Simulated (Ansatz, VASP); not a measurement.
# CsPbCl3 in VASP and in Ansatz

INCAR

```
SYSTEM = CsPbCl3
ALGO     = Normal         ! electronic algorithm
EDIFF    = 1E-6           ! SCF threshold, eV
ENCUT    = 520            ! plane-wave cutoff, eV
GGA      = PS             ! functional
ISIF     = 2              ! what is computed and relaxed
ISMEAR   = 0              ! smearing method
LASPH    = .TRUE.         ! aspherical terms in the spheres
LCHARG   = .TRUE.         ! write CHGCAR
LELF     = .TRUE.         ! ELF
LREAL    = .FALSE.        ! projectors in reciprocal space
LVHAR    = .TRUE.       
LWAVE    = .FALSE.        ! write WAVECAR
NBANDS   = 30             ! bands
NELM     = 100            ! most SCF steps
PREC     = Accurate       ! precision mode
SIGMA    = 0.05           ! smearing width, eV
```

The input KPOINTS:

```
k-points
0
G
  6 6 6
  0 0 0
```

Contents of POSCAR:

```
CsPbCl3
1.0
    5.6815788331      0.6831223817      0.6831223817
    0.6831223817      5.6815788331      0.6831223817
    0.6831223817      0.6831223817      5.6815788331
Cs Pb Cl
1 1 3
Direct
    0.0000000000      0.0000000000      0.0000000000
    0.5000000000      0.5000000000      0.5000000000
    0.0000000000      0.5000000000      0.5000000000
    0.5000000000      0.0000000000      0.5000000000
    0.5000000000      0.5000000000      0.0000000000
```

Input for Ansatz:

```yaml
crystal:
  lattice:
    - [5.6815788331, 0.6831223817, 0.6831223817]
    - [0.6831223817, 5.6815788331, 0.6831223817]
    - [0.6831223817, 0.6831223817, 5.6815788331]
  atoms:
    - { symbol: Cs, position: [0.0, 0.0, 0.0] }
    - { symbol: Pb, position: [0.5, 0.5, 0.5] }
    - { symbol: Cl, position: [0.0, 0.5, 0.5] }
    - { symbol: Cl, position: [0.5, 0.0, 0.5] }
    - { symbol: Cl, position: [0.5, 0.5, 0.0] }
basis:
  ecutwfc: 420
kpoints:
  mp_grid: { grid: [6, 6, 6] }
hamiltonian:
  xc: pbesol
scf:
  occupations: { method: gaussian, width: 0.05 }
output:
  forces: true
  stress: true
  eigenvalues: true
  write_density: true
  write_potential: true
  elf: true
  volumetric_format: npy
```

Alike in both runs: task single point; functional PBEsol; k mesh 6 × 6 × 6; occupations gaussian, width 0.05 eV; no spin polarisation.

```csv
,VASP,Ansatz
version,VASP 6.6.1,Ansatz 0.2.0
potentials or method,"VASP PAW PBE potentials, release 64 (Cs_sv, Pb_d, Cl), cutoff 520 eV","scalar-relativistic, plane waves, PAW"
valence electrons in the cell,44,44
```

```tsv
	VASP	Ansatz	Ansatz less VASP
gap on the k mesh at the Fermi level (eV)	1.85	1.85	-0.001
least direct gap on the mesh (eV)	1.85	1.85	-0.001
pressure (GPa)	-0.3	-0.3	+0.02
traceless stress, the component that is largest in VASP (GPa)	-1.54	-1.53	+0.011
```

VASP's potentials were made for PBE, not for PBEsol. With one functional, cell and mesh, what is left measures potentials, basis and numerics.

Neither program's run includes spin-orbit coupling.
